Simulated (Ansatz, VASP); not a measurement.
# Two plane-wave programs on Pb2O

```
Pb O
1.0
     5.38000    0.00000    0.00000
     0.00000    5.38000    0.00000
     0.00000    0.00000    5.38000
Pb O
4 2
Direct
  0.25000 0.25000 0.25000
  0.75000 0.75000 0.25000
  0.25000 0.75000 0.75000
  0.75000 0.25000 0.75000
  0.00000 0.00000 0.00000
  0.50000 0.50000 0.50000
```

Alike in both runs: task single point; functional PBE; k mesh 4 × 4 × 4; occupations gaussian, width 0.1 eV; no spin polarisation.

|  | VASP | Ansatz |
| --- | --- | --- |
| version | VASP 6.6.1 | Ansatz 0.2.0 |
| potentials or method | VASP PAW PBE potentials, release 64 (Pb_d, O), cutoff 600 eV | scalar-relativistic, plane waves, PAW |
| valence electrons in the cell | 68 | 68 |

```csv
,VASP,Ansatz,Ansatz less VASP
gap on the k mesh at the Fermi level (eV),none,none,-
pressure (GPa),2.8,2.7,-0.03
```

A gap of «none» marks a metal or a gap that the smearing closes.

Neither program's run includes spin-orbit coupling.
